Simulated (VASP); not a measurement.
## Fe: single point with revPBE

Fe:

```
Fe
1.0
     2.54726    0.00000    0.00000
    -1.27363    2.20599    0.00000
     0.00000    0.00000    8.74415
Fe
4
Direct
  0.00000 0.00000 0.00000
  0.00000 0.00000 0.50000
  0.33333 0.66667 0.25000
  0.66667 0.33333 0.75000
```

```
Program                : VASP 6.6.1
Task                   : single point
Functional             : revPBE
Potentials or basis    : VASP PAW PBE potentials, release 64 (Fe)
Cutoff                 : 520 eV
k mesh                 : 19 × 19 × 5
Occupations            : fermi-dirac, width 0.05 eV
Spin                   : collinear spin, ferromagnetic start
Starting moments       : [2.62, 2.62, 2.627, 2.627] μB
Dipole correction      : no
Further INCAR settings : ALGO = Normal; EDIFF = 1e-06; NBANDS = 28
```

The pressure is 0.1 GPa, the net moment is 10.38 μB per cell and the site moments are Fe +2.59, +2.60 μB. The valence electrons inside the program's atomic spheres are Fe 7.12.

Stress tensor (GPa, compression positive):
```
0.21 0.00 0.00
0.00 0.21 0.00
0.00 0.00 0.02
```

Levels at points of the mesh, in eV from the Fermi level:
Spin up:
```csv
k point,band 17,band 18,band 19,band 20,band 21,band 22,band 23,band 24,band 25,band 26
"(0.00, 0.00, 0.00)",-1.64,-1.31,-1.31,-1.16,-1.16,-0.80,-0.80,-0.66,5.15,12.50
```
Spin down:
| k point | band 9 | band 10 | band 11 | band 12 | band 13 | band 14 |
| --- | --- | --- | --- | --- | --- | --- |
| (0.00, 0.00, 0.00) | 0.03 | 0.03 | 0.04 | 0.04 | 0.23 | 0.23 |

Run time: 9.4 min on 1 thread of Intel Xeon 6975P-C, with other jobs on the host, peak memory 0.34 GiB.

Caveat: the PAW data sets were made with another functional, which shifts forces and pressure a little.
